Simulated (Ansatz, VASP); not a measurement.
## One calculation of Se, two programs

```
CELL_PARAMETERS angstrom
3.88299 0.00000 0.00000
-1.94150 3.36277 0.00000
0.00000 0.00000 5.62840
ATOMIC_POSITIONS crystal
Se 0.20126 0.00000 0.33333
Se 0.00000 0.20126 0.66667
Se 0.79874 0.79874 0.00000
```

Alike in both runs: task single point; functional PBE; dispersion D3(BJ); k mesh 9 × 9 × 8; occupations gaussian, width 0.05 eV; no spin polarisation.

```csv
,VASP,Ansatz
version,VASP 6.6.1,Ansatz 0.2.0
potentials or method,"VASP PAW PBE potentials, release 64 (Se), cutoff 520 eV","scalar-relativistic, plane waves, PAW"
valence electrons in the cell,18,48
```

```csv
,VASP,Ansatz,Ansatz less VASP
gap on the k mesh at the Fermi level (eV),none,none,-
pressure (GPa),6.0,5.8,-0.19
"traceless stress, the component that is largest in VASP (GPa)",1.07,0.88,-0.192
rms of the force components (eV/Å),1.176,1.157,-0.0186
```

Atom by atom the forces differ by 0.019 eV/Å (rms over components). A gap of «none» marks a metal or a gap that the smearing closes. VASP's potentials hold 18 valence electrons a cell and Ansatz's 48, so a difference there can come from the potentials and not from the codes.
